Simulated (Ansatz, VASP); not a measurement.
# One calculation of SiO2, two programs

File INCAR:

```
SYSTEM = SiO2
PREC = Accurate ; ENCUT = 520
EDIFF = 1E-7 ; ISMEAR = 0
SIGMA = 0.05 ; LREAL = .False.
LASPH = .True. ; NELM = 60
ALGO = Normal ; ISIF = 2
LWAVE = .False. ; LCHARG = .True.
GGA = CA ; LELF = .True.
LVHAR = .True. ; NBANDS = 25
```

KPOINTS

```
regular mesh
0
Gamma
  6 6 8
  0 0 0
```

POSCAR

```
SiO2
1.0
    4.0804000000      0.0000000000      0.0000000000
    0.0000000000      4.0804000000      0.0000000000
    0.0000000000      0.0000000000      2.7891000000
Si O
2 4
Direct
    0.5000000000      0.5000000000      0.5000000000
    0.0000000000      0.0000000000      0.0000000000
    0.6944252994      0.6944252994      0.0000000000
    0.1944252994      0.8055747006      0.5000000000
    0.3055747006      0.3055747006      0.0000000000
    0.8055747006      0.1944252994      0.5000000000
```

Input for Ansatz:

```yaml
crystal:
  lattice:
    - [4.0804, 0.0, 0.0]
    - [0.0, 4.0804, 0.0]
    - [0.0, 0.0, 2.7891]
  atoms:
    - { symbol: Si, position: [0.5, 0.5, 0.5] }
    - { symbol: Si, position: [0.0, 0.0, 0.0] }
    - { symbol: O, position: [0.6944252994, 0.6944252994, 0.0] }
    - { symbol: O, position: [0.1944252994, 0.8055747006, 0.5] }
    - { symbol: O, position: [0.3055747006, 0.3055747006, 0.0] }
    - { symbol: O, position: [0.8055747006, 0.1944252994, 0.5] }
basis:
  ecutwfc: 520.0
kpoints:
  mp_grid: { grid: [6, 6, 8] }
hamiltonian:
  xc: lda
  pseudopotentials: { kind: paw, azcp: { folder: soft_1 } }
scf:
  occupations: { method: gaussian, width: 0.05 }
output:
  forces: true
  stress: true
  eigenvalues: true
```

Alike in both runs: task single point; functional LDA; k mesh 6 × 6 × 8; occupations gaussian, width 0.05 eV; no spin polarisation.

|  | VASP | Ansatz |
| --- | --- | --- |
| version | VASP 6.6.1 | Ansatz 0.2.0 |
| potentials or method | VASP PAW LDA potentials, release 64 (Si, O), cutoff 520 eV | scalar-relativistic, plane waves, PAW |
| valence electrons in the cell | 32 | 32 |

Ansatz gave:

```
gap on the k mesh at the Fermi level (eV)                     : 5.36
least direct gap on the mesh (eV)                             : 5.36
pressure (GPa)                                                : -5.4
traceless stress, the component that is largest in VASP (GPa) : -19.25
rms of the force components (eV/Å)                            : 0.138
```

**Question.** Which values does VASP return?

**Answer.** gap on the k mesh at the Fermi level (eV): 5.36; least direct gap on the mesh (eV): 5.36; pressure (GPa): -4.4; traceless stress, the component that is largest in VASP (GPa): -18.91; rms of the force components (eV/Å): 0.140.

Ansatz warns that its potentials were made for another functional, while VASP's fit it. LDA's correlation is that of Perdew and Zunger in VASP and of Perdew and Wang (1992) in Ansatz. Atom by atom the forces differ by 0.003 eV/Å (rms over components).
